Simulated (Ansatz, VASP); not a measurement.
## NaTl: VASP beside Ansatz

```
Na Tl
1.0
     0.00000    3.73530    3.73530
     3.73530    0.00000    3.73530
     3.73530    3.73530    0.00000
Na Tl
2 2
Direct
  0.50000 0.50000 0.50000
  0.75000 0.75000 0.75000
  0.00000 0.00000 0.00000
  0.25000 0.25000 0.25000
```

Alike in both runs: task single point; functional PBEsol; k mesh 10 × 10 × 10; occupations fermi-dirac, width 0.05 eV; no spin polarisation.

|  | VASP | Ansatz |
| --- | --- | --- |
| version | VASP 6.6.1 | Ansatz 0.2.0 |
| potentials or method | VASP PAW PBE potentials, release 64 (Na_pv, Tl_d), cutoff 520 eV | all-electron LAPW, scalar-relativistic |

```tsv
	VASP	Ansatz	Ansatz less VASP
pressure (GPa)	0.1	0.1	+0.01
```

VASP's potentials were made for PBE, not for PBEsol. Ansatz ran all-electron here, and VASP with PAW potentials.

Neither program's run includes spin-orbit coupling.
